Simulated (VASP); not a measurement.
# Te2I3 (Pm-3m) in VASP: a series of runs

Te2I3 is run at these levels: PBE; tasks: single point, relaxation of cell and atoms.

All numbers are computed with VASP 6.6.1; they aren't measurements. Logs are shortened: lines on timing, memory, paths and dates and some standing lists are left out, and cuts for length are marked.

## (1) The cell of the first run

The structure is cubic, space group Pm-3m (No. 221). Conventional cell: a = 5.992 Å, b = 5.992 Å, c = 5.992 Å, α = 90.00°, β = 90.00°, γ = 90.00°. Te (site symmetry m-3m) has 12 I at 4.24 Å and 8 Te at 5.19 Å within 5.6 Å. Te (site symmetry m-3m) has 6 I at 3.00 Å within 3.9 Å. Within 3.9 Å of I (site symmetry 4/mmm) lie 2 Te at 3.00 Å.

## (2) Single point, PBE

INCAR reads:

```
ALGO = Normal
EDIFF = 1E-6
ENCUT = 520
GGA = PE
ISIF = 2
ISMEAR = 0
LASPH = True
LCHARG = True
LELF = True
LREAL = False
LVHAR = True
LWAVE = False
NBANDS = 24
NELM = 60
PREC = Accurate
SIGMA = 0.1
```

KPOINTS reads:

```
k-points
0
Gamma
  6 6 6
```

POSCAR reads:

```
Te2I3
1.0
    5.9915608411      0.0000000000      0.0000000000
    0.0000000000      5.9915608411      0.0000000000
    0.0000000000      0.0000000000      5.9915608411
Te I
2 3
Direct
    0.5000000000      0.5000000000      0.5000000000
    0.0000000000      0.0000000000      0.0000000000
    0.5000000000      0.0000000000      0.0000000000
    0.0000000000      0.5000000000      0.0000000000
    0.0000000000      0.0000000000      0.5000000000
```

Potentials or basis: VASP PAW PBE potentials, release 64 (Te, I).

Started as:

```bash
cat potpaw_PBE.64/Te/POTCAR potpaw_PBE.64/I/POTCAR > POTCAR
mpirun -np 1 vasp_std > vasp.out
```

OUTCAR:

```text
EDIFF = 1E-6
   ENCUT = 520
   GGA = PE
   ISIF = 2
   ISMEAR = 0
   LASPH = True
   LREAL = False
   NELM = 60
   PREC = Accurate

 ion  position               nearest neighbor table
   1  0.500  0.500  0.500-
   2  0.000  0.000  0.000-   3 3.00   4 3.00   5 3.00   5 3.00   4 3.00   3 3.00
   3  0.500  0.000  0.000-   2 3.00   2 3.00
   4  0.000  0.500  0.000-   2 3.00   2 3.00
   5  0.000  0.000  0.500-   2 3.00   2 3.00

  LATTYP: Found a simple cubic cell.
 ALAT       =     5.9915608411

  Lattice vectors:

 A1 = (   5.9915608411,   0.0000000000,   0.0000000000)
 A2 = (   0.0000000000,   5.9915608411,   0.0000000000)
 A3 = (   0.0000000000,   0.0000000000,   5.9915608411)

Analysis of symmetry for initial positions (statically):
=====================================================================
 Subroutine PRICEL returns:
 Original cell was already a primitive cell.

 Routine SETGRP: Setting up the symmetry group for a
 simple cubic supercell.

 Subroutine GETGRP returns: Found 48 space group operations
 (whereof 48 operations were pure point group operations)
 out of a pool of 48 trial point group operations.

The static configuration has the point symmetry O_h .

Analysis of symmetry for dynamics (positions and initial velocities):
=====================================================================
 Subroutine PRICEL returns:
 Original cell was already a primitive cell.

 Routine SETGRP: Setting up the symmetry group for a
 simple cubic supercell.

 Subroutine GETGRP returns: Found 48 space group operations
 (whereof 48 operations were pure point group operations)
 out of a pool of 48 trial point group operations.

The dynamic configuration has the point symmetry O_h .

 Subroutine INISYM returns: Found 48 space group operations
 (whereof 48 operations are pure point group operations),
 and found     1 'primitive' translations

----------------------------------------------------------------------------------------

                                     Primitive cell

  volume of cell :     215.0899

  direct lattice vectors                    reciprocal lattice vectors
     5.991560841  0.000000000  0.000000000     0.166901418  0.000000000  0.000000000
     0.000000000  5.991560841  0.000000000     0.000000000  0.166901418  0.000000000
     0.000000000  0.000000000  5.991560841     0.000000000  0.000000000  0.166901418

  length of vectors
     5.991560841  5.991560841  5.991560841     0.166901418  0.166901418  0.166901418

  position of ions in fractional coordinates (direct lattice)
     0.500000000  0.500000000  0.500000000
     0.000000000  0.000000000  0.000000000
     0.500000000  0.000000000  0.000000000
     0.000000000  0.500000000  0.000000000
     0.000000000  0.000000000  0.500000000

  ion indices of the primitive-cell ions
   primitive index   ion index
                 1           1
                 2           2
                 3           3
                 4           4
                 5           5

----------------------------------------------------------------------------------------

 KPOINTS: k-points

Automatic generation of k-mesh.
 Grid dimensions read from file:
 generate k-points for:    6    6    6

 Generating k-lattice:

  Cartesian coordinates                     Fractional coordinates (reciprocal lattice)
     0.027816903  0.000000000  0.000000000     0.166666667  0.000000000  0.000000000
     0.000000000  0.027816903  0.000000000     0.000000000  0.166666667  0.000000000
     0.000000000  0.000000000  0.027816903     0.000000000  0.000000000  0.166666667

  Length of vectors
     0.027816903  0.027816903  0.027816903

  Shift w.r.t. Gamma in fractional coordinates (k-lattice)
     0.000000000  0.000000000  0.000000000

 Subroutine IBZKPT returns following result:
 ===========================================

 Found     20 irreducible k-points:

 Following reciprocal coordinates:
            Coordinates               Weight
  0.000000  0.000000  0.000000      1.000000
  0.166667  0.000000  0.000000      6.000000
  0.333333  0.000000  0.000000      6.000000
  0.500000  0.000000  0.000000      3.000000
  0.166667  0.166667  0.000000     12.000000
  0.333333  0.166667  0.000000     24.000000
[... 12 lines left out ...]
  0.500000  0.500000  0.333333      6.000000
  0.500000  0.500000  0.500000      1.000000
   k-points           NKPTS =     20   k-points in BZ     NKDIM =     20   number of bands    NBANDS=     24
   number of dos      NEDOS =    301   number of ions     NIONS =      5
   total plane-waves  NPLWV = 110592
   dimension x,y,z NGX =    48 NGY =   48 NGZ =   48
   dimension x,y,z NGXF=    96 NGYF=   96 NGZF=   96
   ions per type =               2   3
   NGX,Y,Z   is equivalent  to a cutoff of  13.32, 13.32, 13.32 a.u.
   NGXF,Y,Z  is equivalent  to a cutoff of  26.64, 26.64, 26.64 a.u.
 SYSTEM =  unknown system
   PREC   = accura    normal or accurate (medium, high low for compatibility)
   ISTART =      0    job   : 0-new  1-cont  2-samecut
   ICHARG =      2    charge: 1-file 2-atom 10-const
   ISPIN  =      1    spin polarized calculation?
   LNONCOLLINEAR =      F non collinear calculations
   LSORBIT =      F    spin-orbit coupling
   LASPH  =      T    aspherical Exc in radial PAW
   ENCUT  =  520.0 eV  38.22 Ry    6.18 a.u.  11.14 11.14 11.14*2*pi/ulx,y,z
   NELM   =     60;   NELMIN=  2; NELMDL= -5     # of ELM steps
   EDIFF  = 0.1E-05   stopping-criterion for ELM
   LREAL  =      F    real-space projection
   EDIFFG = 0.1E-04   stopping-criterion for IOM
   NSW    =      0    number of steps for IOM
   IBRION =     -1    ionic relax: 0-MD 1-quasi-New 2-CG
   NFREE  =      0    steps in history (QN), initial steepest desc. (CG)
   ISIF   =      2    stress and relaxation
   ISYM   =      2    0-nonsym 1-usesym 2-fastsym
   POTIM  = 0.5000    time-step for ionic-motion
   TEBEG  =    0.0;   TEEND  =   0.0 temperature during run
   PSTRESS=    0.0 pullay stress
   NELECT =      33.0000    total number of electrons
   NUPDOWN=      -1.0000    fix difference up-down
   EMIN   =  10.00;   EMAX   =-10.00  energy-range for DOS
   EFERMI =   0.00;   METHOD = LEGACY
   ISMEAR =     0;   SIGMA  =   0.10  broadening in eV -4-tet -1-fermi 0-gaus
   EFERMI_NEDOS =   21; number of points for ismear=-14 and -15
   IALGO  =     38    algorithm
   IMIX   =      4    mixing-type and parameters
     AMIX     =   0.40;   BMIX     =  1.00
     AMIX_MAG =   1.60;   BMIX_MAG =  1.00
  volume/ion in A,a.u.               =      43.02       290.30
  Fermi-wavevector in a.u.,A,eV,Ry     =   0.876408  1.656170 10.450504  0.768090
  Thomas-Fermi vector in A             =   1.996213
   LORBIT       =      0    0 simple, 1 ext, 2 COOP (PROOUT), +10 PAW based schemes
   GGA     = PE    functional components
   LHFCALC =     F    Hartree Fock is set to
   AEXX    =    0.0000 exact exchange contribution
   IVDW    =     0    specifies the selected vdW correction
   LEPSILON=     F    determine dielectric tensor
   LRPA    =     F    only Hartree local field effects (RPA)
 non-spin polarized calculation
 Gauss-broadening in eV      SIGMA  =   0.10
  energy-cutoff  :      520.00
  volume of cell :      215.09
 maximum number of plane-waves:      5832
 NGX is ok and might be reduce to    48
   NGX = 23   NGY = 23   NGZ = 23

 number of electron      32.9999999 magnetization

 Free energy of the ion-electron system (eV)
  ---------------------------------------------------
  ext. energy  EPLUGINS =         0.00000000
  ---------------------------------------------------
  free energy    TOTEN  =        -8.81940913 eV

  energy without entropy =       -8.76366493  energy(sigma->0) =       -8.79153703

 E-fermi :   2.9197     XC(G=0):  -8.0012

 val. band max:        2.9144324526   @ k =   0.3333   0.0000   0.0000
 cond. band min:       2.9238134531   @ k =   0.5000   0.1667   0.1667
 fundamental gap:      0.0093810005
 Fermi energy:         2.9196952747

 k-point     1 :       0.0000    0.0000    0.0000
  band No.  band energies     occupation
      1     -11.0289      2.00000
      2      -9.3183      2.00000
      3      -9.3183      2.00000
      4      -7.0200      2.00000
      5      -6.4967      2.00000
      6      -2.7010      2.00000
[... 16 lines left out ...]
     23       7.1737      0.00000
     24       7.8003      0.00000

 k-point     2 :       0.1667    0.0000    0.0000
  band No.  band energies     occupation
      1     -10.9696      2.00000
      2      -9.3826      2.00000
      3      -9.3174      2.00000
      4      -7.1480      2.00000
      5      -6.5431      2.00000
      6      -2.6763      2.00000
[... 16 lines left out ...]
     23       7.5561      0.00000
     24       8.1189      0.00000

 k-point     3 :       0.3333    0.0000    0.0000
  band No.  band energies     occupation
      1     -10.8274      2.00000
      2      -9.5449      2.00000
      3      -9.3157      2.00000
      4      -7.3686      2.00000
      5      -6.6024      2.00000
      6      -2.6243      2.00000
[... 16 lines left out ...]
     23       8.5183      0.00000
     24       8.7372      0.00000
[... 406 lines left out ...]
 k-point    19 :       0.5000    0.5000    0.3333
  band No.  band energies     occupation
      1      -9.9653      2.00000
      2      -9.6319      2.00000
      3      -9.6319      2.00000
      4      -8.8738      2.00000
      5      -6.6246      2.00000
      6      -0.7886      2.00000
[... 16 lines left out ...]
     23       8.9773      0.00000
     24       8.9773      0.00000

 k-point    20 :       0.5000    0.5000    0.5000
  band No.  band energies     occupation
      1      -9.6300      2.00000
      2      -9.6300      2.00000
      3      -9.6300      2.00000
      4      -9.3245      2.00000
      5      -6.6196      2.00000
      6      -0.2900      2.00000
[... 16 lines left out ...]
     23       8.7935      0.00000
     24       8.7935      0.00000

------------------------ aborting loop because EDIFF is reached ----------------------------------------

  FORCE on cell =-STRESS in cart. coord.  units (eV):
  Direction    XX          YY          ZZ          XY          YZ          ZX
  --------------------------------------------------------------------------------------
  -------------------------------------------------------------------------------------
  Total       -0.0478951     -0.0478951     -0.0478951      0.0000000      0.0000000      0.0000000
  in kB       -0.3567643     -0.3567643     -0.3567643      0.0000000      0.0000000      0.0000000
  external PRESSURE =      -0.3567643 kB  Pullay stress =       0.0000000 kB

 VOLUME and BASIS-vectors are now :
 -----------------------------------------------------------------------------
  energy-cutoff  :      520.00
  volume of cell :      215.09
      direct lattice vectors                 reciprocal lattice vectors
     5.991560841  0.000000000  0.000000000     0.166901418  0.000000000  0.000000000
     0.000000000  5.991560841  0.000000000     0.000000000  0.166901418  0.000000000
     0.000000000  0.000000000  5.991560841     0.000000000  0.000000000  0.166901418

 POSITION                                       TOTAL-FORCE (eV/Angst)
 -----------------------------------------------------------------------------------
      2.99578      2.99578      2.99578         0.000000      0.000000      0.000000
      0.00000      0.00000      0.00000         0.000000      0.000000      0.000000
      2.99578      0.00000      0.00000         0.000000      0.000000      0.000000
      0.00000      2.99578      0.00000         0.000000      0.000000      0.000000
      0.00000      0.00000      2.99578         0.000000      0.000000      0.000000
 -----------------------------------------------------------------------------------
    total drift:                               -0.000000     -0.000000      0.000000

  FREE ENERGIE OF THE ION-ELECTRON SYSTEM (eV)
  ---------------------------------------------------
  free  energy   TOTEN  =        -8.8194091331 eV

  energy  without entropy=       -8.7636649286  energy(sigma->0) =       -8.79153703
```

Wall time 59 s (1 thread of AMD EPYC 9R45 (Zen 5), shared host); peak memory 0.32 GiB.

Results:

* Free energy: -8.8194 eV
* Pressure: 0.0 GPa

Caveat: spin-orbit coupling is left out, which moves the levels of the heavy elements; an odd number of electrons without spin polarisation forces a metal; a magnetic or distorted state may lie lower.

## (3) Relaxation of cell and atoms, PBE

This run uses another cell than the first one, of 41.71 Å³/atom, 0.970 times its volume.

INCAR reads:

```
PREC = Accurate ; ENCUT = 600
EDIFF = 1E-6 ; ISMEAR = 0
SIGMA = 0.1 ; LREAL = False
LASPH = True ; NELM = 60
ALGO = Normal ; ISIF = 3
LWAVE = False ; LCHARG = False
GGA = PE ; IBRION = 2
NSW = 90 ; EDIFFG = -0.04
```

KPOINTS reads:

```
regular mesh
0
Gamma
  4 4 4
```

POSCAR: that of step 2 with these lines changed.

```diff
@@ -2,5 +2,5 @@
 1.0
-    5.9915608411      0.0000000000      0.0000000000
-    0.0000000000      5.9915608411      0.0000000000
-    0.0000000000      0.0000000000      5.9915608411
+    5.9302283200      0.0000000000      0.0000000000
+    0.0000000000      5.9302283200      0.0000000000
+    0.0000000000      0.0000000000      5.9302283200
 Te I
```

Potentials or basis: VASP PAW PBE potentials, release 64 (Te, I).

Started as:

```bash
cat potpaw_PBE.64/Te/POTCAR potpaw_PBE.64/I/POTCAR > POTCAR
mpirun -np 1 vasp_std > vasp.out
```

Wall time 91 s (1 thread of Intel Xeon Platinum 8488C (Sapphire Rapids), shared host); peak memory 0.35 GiB.

Results (log left out):

| Quantity | Value |
| --- | --- |
| Free energy | -9.0989 eV |
| Relaxed volume | 42.92 Å³/atom |
| Relaxed cell | a = 5.987 Å, b = 5.987 Å, c = 5.987 Å, α = 90.00°, β = 90.00°, γ = 90.00° |
| Space group after relaxing (to 0.05 Å) | Pm-3m (No. 221) |
| Energy gained by relaxing | 2.9 meV/atom |
| Ionic steps | 2 |
| Pressure after relaxing | 0.0 GPa |

Step by step:
| step | energy change (eV) | largest force (eV/Å) | pressure (GPa) | volume (Å³) |
| --- | --- | --- | --- | --- |
| 1 | 0.0000 | 0.0000 | 0.76 | 208.55 |
| 2 | -0.0146 | 0.0000 | 0.03 | 214.61 |

Final structure:
```xyz
5
Lattice="5.9871 0.0000 0.0000 0.0000 5.9871 0.0000 0.0000 0.0000 5.9871" Properties=species:S:1:pos:R:3 pbc="T T T"
Te    2.9935    2.9935    2.9935
Te    0.0000    0.0000    0.0000
I     2.9935    0.0000    0.0000
I     0.0000    2.9935    0.0000
I     0.0000    0.0000    2.9935
```

Levels at points of the mesh, in eV from the Fermi level:
```
           k point  band 15  band 16  band 17  band 18  band 19  band 20
(0.00, 0.00, 0.00)     0.19     0.19     0.19     3.31     3.31     3.31
(0.50, 0.00, 0.00)    -0.55    -0.54    -0.10    -0.10     3.19     3.19
(0.50, 0.50, 0.00)    -1.24    -0.94    -0.52     0.19     0.19     3.09
(0.50, 0.50, 0.50)    -0.93    -0.93    -0.93     0.20     0.20     0.20
```

Caveat: spin-orbit coupling is left out, which moves the levels of the heavy elements; an odd number of electrons without spin polarisation forces a metal; a magnetic or distorted state may lie lower.

## (4) Relaxation of cell and atoms, PBE

This run uses another cell than the first one, of 42.62 Å³/atom, 0.991 times its volume.

INCAR reads:

```
PREC     = Accurate       # precision mode
ENCUT    = 600            # plane-wave cutoff, eV
EDIFF    = 1E-6           # SCF threshold, eV
ISMEAR   = 0              # smearing method
SIGMA    = 0.1            # smearing width, eV
LREAL    = F              # projectors in reciprocal space
LASPH    = T              # aspherical terms in the spheres
NELM     = 60             # most SCF steps
ALGO     = Normal         # electronic algorithm
ISIF     = 3              # what is computed and relaxed
LWAVE    = F              # write WAVECAR
LCHARG   = F              # write CHGCAR
GGA      = PE             # functional
IBRION   = 2              # ionic algorithm
NSW      = 100            # ionic steps
EDIFFG   = -0.01          # ionic threshold
```

KPOINTS reads:

```
Automatic mesh
0
Gamma
  6 6 6
```

POSCAR: that of step 3 with these lines changed.

```diff
@@ -2,5 +2,5 @@
 1.0
-    5.9302283200      0.0000000000      0.0000000000
-    0.0000000000      5.9302283200      0.0000000000
-    0.0000000000      0.0000000000      5.9302283200
+    5.9728343217      0.0000000000      0.0000000000
+    0.0000000000      5.9728343217      0.0000000000
+    0.0000000000      0.0000000000      5.9728343217
 Te I
```

Started as:

```bash
cat potpaw_PBE.64/Te/POTCAR potpaw_PBE.64/I/POTCAR > POTCAR
mpirun -np 1 vasp_std > vasp.out
```

Run time: 2.7 min. Hardware: 1 thread of Intel Xeon Platinum 8488C (Sapphire Rapids), shared host; peak memory 0.38 GiB.

Results (log left out):

```yaml
Free_energy: -8.8194 eV
Relaxed_volume: 42.91 Å³/atom
Relaxed_cell: a = 5.986 Å, b = 5.986 Å, c = 5.986 Å, α = 90.00°, β = 90.00°, γ = 90.00°
Space_group_after_relaxing_to_0.05_Å: Pm-3m (No. 221)
Energy_gained_by_relaxing: 0.2 meV/atom
Ionic_steps: 2
Pressure_after_relaxing: 0.0 GPa
```

Step by step:
```
step  energy change (eV)  largest force (eV/Å)  pressure (GPa)  volume (Å³)
   1              0.0000                0.0000            0.18       213.08
   2             -0.0009                0.0000            0.02       214.54
```

Final structure:
```xyz
5
Lattice="5.9865 0.0000 0.0000 0.0000 5.9865 0.0000 0.0000 0.0000 5.9865" Properties=species:S:1:pos:R:3 pbc="T T T"
Te    2.9932    2.9932    2.9932
Te    0.0000    0.0000    0.0000
I     2.9932    0.0000    0.0000
I     0.0000    2.9932    0.0000
I     0.0000    0.0000    2.9932
```

Levels at points of the mesh, in eV from the Fermi level:
```csv
k point,band 13,band 14,band 15,band 16,band 17,band 18,band 19,band 20
"(0.00, 0.00, 0.00)",-1.68,-1.68,0.20,0.20,0.20,3.23,3.23,3.23
"(0.50, 0.00, 0.00)",-1.69,-1.69,-0.62,-0.52,-0.08,-0.08,3.11,3.11
"(0.50, 0.50, 0.00)",-1.52,-1.30,-1.30,-1.00,-0.49,0.19,0.19,3.01
"(0.50, 0.50, 0.50)",-1.78,-1.04,-0.99,-0.99,-0.99,0.23,0.23,0.23
```

Caveat: spin-orbit coupling is left out, which moves the levels of the heavy elements; an odd number of electrons without spin polarisation forces a metal; a magnetic or distorted state may lie lower.

## (5) Summary

```csv
task,cell,k mesh,cutoff (eV),gap on the mesh (eV),pressure (GPa),relaxed volume (Å³/atom)
single point,"a = 5.992 Å, 5 atoms",6 × 6 × 6,520,none,0.0,-
relaxation of cell and atoms,"relaxed from a = 5.930 Å, 5 atoms",4 × 4 × 4,600,none,0.0,42.92
relaxation of cell and atoms,"relaxed from a = 5.973 Å, 5 atoms",6 × 6 × 6,600,none,0.0,42.91
```

Alike in all rows: level PBE; potentials or basis VASP PAW PBE potentials, release 64 (Te, I); no spin polarisation; smearing gaussian 0.1 eV.

Caveats: spin-orbit coupling is left out, which moves the levels of the heavy elements; an odd number of electrons without spin polarisation forces a metal; a magnetic or distorted state may lie lower.

Absolute energies hang on the potentials; compare differences alone.
